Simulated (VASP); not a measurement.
Here is a VASP 6.6.1 calculation.

File INCAR:

```
PREC = Accurate
ENCUT = 600
EDIFF = 1E-6
ISMEAR = 0
SIGMA = 0.02
LREAL = False
LASPH = True
NELM = 120
ALGO = Normal
ISIF = 2
LWAVE = False
LCHARG = False
GGA = PE
NBANDS = 37
GGA_COMPAT = False
```

The input KPOINTS:

```
regular mesh
0
Gamma
  4 4 4
```

Contents of POSCAR:

```
Cu2O
1.0
    4.2600000000      0.0000000000      0.0000000000
    0.0000000000      4.2600000000      0.0000000000
    0.0000000000      0.0000000000      4.2600000000
Cu O
4 2
Direct
    0.2500000000      0.2500000000      0.2500000000
    0.2500000000      0.7500000000      0.7500000000
    0.7500000000      0.7500000000      0.2500000000
    0.7500000000      0.2500000000      0.7500000000
    0.0000000000      0.0000000000      0.0000000000
    0.5000000000      0.5000000000      0.5000000000
```

Potentials or basis: VASP PAW PBE potentials, release 64 (Cu, O).

Command:

```console
$ cat potpaw_PBE.64/Cu/POTCAR potpaw_PBE.64/O/POTCAR > POTCAR
$ mpirun -np 1 vasp_std > vasp.out
```

**Question.** What does it give for the pressure?

**Answer.** 4.2 GPa.

**Question.** What does it give for the band gap on the k mesh?

**Answer.** 0.54 eV, direct.

PBE gaps usually lie below the measured ones, often by a third to a half.
